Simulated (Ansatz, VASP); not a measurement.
## As2Se in VASP and in Ansatz

The input INCAR:

```
  PREC = Accurate
  ENCUT = 520
  EDIFF = 1E-6
  ISMEAR = 0
  SIGMA = 0.15
  LREAL = False
  LASPH = True
  NELM = 80
  ALGO = Normal
  ISIF = 2
  LWAVE = False
  LCHARG = True
  GGA = PS
  LELF = True
  LVHAR = True
  NBANDS = 25
```

Contents of KPOINTS:

```
Automatic mesh
0
Gamma
  12 12 12
```

The input POSCAR:

```
As2Se
1.0
   -3.1794156239      3.1794156239      3.1155890354
    3.1794156239     -3.1794156239      3.1155890354
    3.1794156239      3.1794156239     -3.1155890354
As Se
4 2
Direct
    0.8750000000      0.1250000000      0.7500000000
    0.3750000000      0.1250000000      0.2500000000
    0.8750000000      0.6250000000      0.7500000000
    0.8750000000      0.1250000000      0.2500000000
    0.5000000000      0.5000000000      0.0000000000
    0.2500000000      0.7500000000      0.5000000000
```

Input for Ansatz:

```yaml
crystal:
  lattice:
    - [-3.1794156239, 3.1794156239, 3.1155890354]
    - [3.1794156239, -3.1794156239, 3.1155890354]
    - [3.1794156239, 3.1794156239, -3.1155890354]
  atoms:
    - { symbol: As, position: [0.875, 0.125, 0.75] }
    - { symbol: As, position: [0.375, 0.125, 0.25] }
    - { symbol: As, position: [0.875, 0.625, 0.75] }
    - { symbol: As, position: [0.875, 0.125, 0.25] }
    - { symbol: Se, position: [0.5, 0.5, 0.0] }
    - { symbol: Se, position: [0.25, 0.75, 0.5] }
basis:
  ecutwfc: 420
kpoints:
  mp_grid: { grid: [12, 12, 12] }
hamiltonian:
  xc: pbesol
scf:
  occupations: { method: gaussian, width: 0.15 }
output:
  forces: true
  stress: true
  eigenvalues: true
```

Alike in both runs: task single point; functional PBEsol; k mesh 12 × 12 × 12; occupations gaussian, width 0.15 eV; no spin polarisation.

```csv
,VASP,Ansatz
version,VASP 6.6.1,Ansatz 0.2.0
potentials or method,"VASP PAW PBE potentials, release 64 (As, Se), cutoff 520 eV","scalar-relativistic, plane waves, PAW"
valence electrons in the cell,32,92
```

|  | VASP | Ansatz | Ansatz less VASP |
| --- | --- | --- | --- |
| gap on the k mesh at the Fermi level (eV) | none | none | - |
| pressure (GPa) | -4.0 | -4.2 | -0.15 |
| traceless stress, the component that is largest in VASP (GPa) | -11.00 | -11.03 | -0.032 |

VASP's potentials were made for PBE, not for PBEsol. A gap of «none» marks a metal or a gap that the smearing closes. VASP's potentials hold 32 valence electrons a cell and Ansatz's 92, so a difference there can come from the potentials and not from the codes.
